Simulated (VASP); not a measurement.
Here is a VASP 6.6.1 calculation.

File INCAR:

```
ALGO = Normal
EDIFF = 1E-6
ENCUT = 520
GGA = PS
ISIF = 2
ISMEAR = 0
LASPH = True
LCHARG = False
LREAL = False
LWAVE = False
NBANDS = 21
NELM = 60
PREC = Accurate
SIGMA = 0.1
```

File KPOINTS:

```
k-points
0
Gamma
  15 15 15
```

Contents of POSCAR:

```
Ti2C
1.0
    1.6283176866      0.9401096546      4.6542896574
   -1.6283176866      0.9401096546      4.6542896574
    0.0000000000     -1.8802193092      4.6542896574
Ti C
2 1
Direct
    0.2327765647      0.2327765647      0.2327765647
    0.7672234353      0.7672234353      0.7672234353
    0.5000000000      0.5000000000      0.5000000000
```

Potentials or basis: VASP PAW PBE potentials, release 64 (Ti_sv, C).

Run with:

```bash
$ cat potpaw_PBE.64/Ti_sv/POTCAR potpaw_PBE.64/C/POTCAR > POTCAR
$ mpirun -np 1 vasp_std > vasp.out
```

Task: Predict the band gap on the k mesh.

Result: Zero (bands 14 and 15 overlap by 0.62 eV).

Task: What does it give for the largest force?

Result: 3.239 eV/Å.

Task: Predict the pressure.

Result: 0.5 GPa.

Forces on the atoms (eV/Å):
```
Ti   0.000  0.000  3.239
Ti   0.000  0.000 -3.239
C    0.000  0.000  0.000
```

Caveat: the cell differs from its parent crystal (strained); the PAW data sets were made with another functional, which shifts forces and pressure a little.
